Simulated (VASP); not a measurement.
Input of a VASP 6.6.1 run:

INCAR

```
  PREC = Accurate
  ENCUT = 520
  EDIFF = 1E-6
  ISMEAR = 0
  SIGMA = 0.02
  LREAL = F
  LASPH = T
  NELM = 80
  ALGO = Normal
  ISIF = 2
  LWAVE = F
  LCHARG = T
  GGA = PS
  LELF = T
  LVHAR = T
  NBANDS = 19
```

The input KPOINTS:

```
Automatic mesh
0
Gamma
  6 6 6
```

Contents of POSCAR:

```
SrCl2
1.0
    0.0000000000      3.5953629600      3.5953629600
    3.5953629600      0.0000000000      3.5953629600
    3.5953629600      3.5953629600      0.0000000000
Sr Cl
1 2
Direct
    0.0000000000      0.0000000000      0.0000000000
    0.2500000000      0.2500000000      0.2500000000
    0.7500000000      0.7500000000      0.7500000000
```

Potentials or basis: VASP PAW PBE potentials, release 64 (Sr_sv, Cl).

Launch:

```bash
$ cat potpaw_PBE.64/Sr_sv/POTCAR potpaw_PBE.64/Cl/POTCAR > POTCAR
$ mpirun -np 1 vasp_std > vasp.out
```

Task: Predict the pressure.

Result: -3.4 GPa.

Task: Predict the band gap on the k mesh.

Result: 4.81 eV, indirect (least direct gap 5.12 eV).

Caveat: the cell differs from its parent crystal (strained); the PAW data sets were made with another functional, which shifts forces and pressure a little. A k mesh can miss the band edges.
